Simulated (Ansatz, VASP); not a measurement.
# ZrSi2: VASP beside Ansatz

Contents of INCAR:

```
SYSTEM = ZrSi2
PREC     = Accurate       ! precision mode
ENCUT    = 520            ! plane-wave cutoff, eV
EDIFF    = 1E-6           ! SCF threshold, eV
ISMEAR   = 0              ! smearing method
SIGMA    = 0.05           ! smearing width, eV
LREAL    = .FALSE.        ! projectors in reciprocal space
LASPH    = .TRUE.         ! aspherical terms in the spheres
NELM     = 60             ! most SCF steps
ALGO     = Normal         ! electronic algorithm
ISIF     = 2              ! what is computed and relaxed
LWAVE    = .FALSE.        ! write WAVECAR
LCHARG   = .FALSE.        ! write CHGCAR
GGA      = CA             ! functional
NBANDS   = 17             ! bands
```

The input KPOINTS:

```
regular mesh
0
G
  14 14 14
  0 0 0
```

POSCAR

```
ZrSi2
1.0
   -1.6438588907      1.6438588907      4.5852081499
    1.6438588907     -1.6438588907      4.5852081499
    1.6438588907      1.6438588907     -4.5852081499
Zr Si
1 2
Direct
    0.0000000000      0.0000000000      0.0000000000
    0.3100427431      0.3100427431      0.0000000000
    0.6899572569      0.6899572569      0.0000000000
```

Input for Ansatz:

```yaml
crystal:
  lattice:
    - [-1.6438588907, 1.6438588907, 4.5852081499]
    - [1.6438588907, -1.6438588907, 4.5852081499]
    - [1.6438588907, 1.6438588907, -4.5852081499]
  atoms:
    - { symbol: Zr, position: [0.0, 0.0, 0.0] }
    - { symbol: Si, position: [0.3100427431, 0.3100427431, 0.0] }
    - { symbol: Si, position: [0.6899572569, 0.6899572569, 0.0] }
basis:
  ecutwfc: 420
  ecutrho_ratio: 4
kpoints:
  mp_grid: { grid: [14, 14, 14] }
hamiltonian:
  xc: lda
scf:
  occupations: { method: gaussian, width: 0.05 }
output:
  forces: true
  stress: true
  eigenvalues: true
  populations: true
```

Alike in both runs: task single point; functional LDA; k mesh 14 × 14 × 14; occupations gaussian, width 0.05 eV; no spin polarisation.

```csv
,VASP,Ansatz
version,VASP 6.6.1,Ansatz 0.2.0
potentials or method,"VASP PAW LDA potentials, release 64 (Zr_sv, Si), cutoff 520 eV","scalar-relativistic, plane waves, PAW"
valence electrons in the cell,20,20
```

|  | VASP | Ansatz | Ansatz less VASP |
| --- | --- | --- | --- |
| gap on the k mesh at the Fermi level (eV) | none | none | - |
| pressure (GPa) | -5.8 | -5.9 | -0.17 |
| traceless stress, the component that is largest in VASP (GPa) | -0.62 | -0.66 | -0.035 |
| rms of the force components (eV/Å) | 0.006 | 0.008 | +0.0018 |

LDA's correlation is that of Perdew and Zunger in VASP and of Perdew and Wang (1992) in Ansatz. Atom by atom the forces differ by 0.002 eV/Å (rms over components). A gap of «none» marks a metal or a gap that the smearing closes.
